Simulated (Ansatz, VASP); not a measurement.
GaP in VASP and in Ansatz

```xyz
2
Lattice="0.0000 2.7252 2.7252 2.7252 0.0000 2.7252 2.7252 2.7252 0.0000" Properties=species:S:1:pos:R:3 pbc="T T T"
Ga    0.0000    0.0000    0.0000
P     1.3626    1.3626    1.3626
```

Alike in both runs: task single point; functional LDA; k mesh 8 × 8 × 8; no spin polarisation.

|  | VASP | Ansatz |
| --- | --- | --- |
| version | VASP 6.6.1 | Ansatz 0.2.0 |
| potentials or method | VASP PAW LDA potentials, release 64 (Ga_d, P), cutoff 520 eV | all-electron (LAPW or listed datasets) |
| occupations | gaussian, width 0.01 eV | fixed |

```csv
,VASP,Ansatz,Ansatz less VASP
gap on the k mesh at the Fermi level (eV),1.49,1.49,-0.002
pressure (GPa),-2.7,-2.7,-0.05
```

LDA's correlation is that of Perdew and Zunger in VASP and of Perdew and Wang (1992) in Ansatz. Ansatz ran all-electron here, and VASP with PAW potentials.
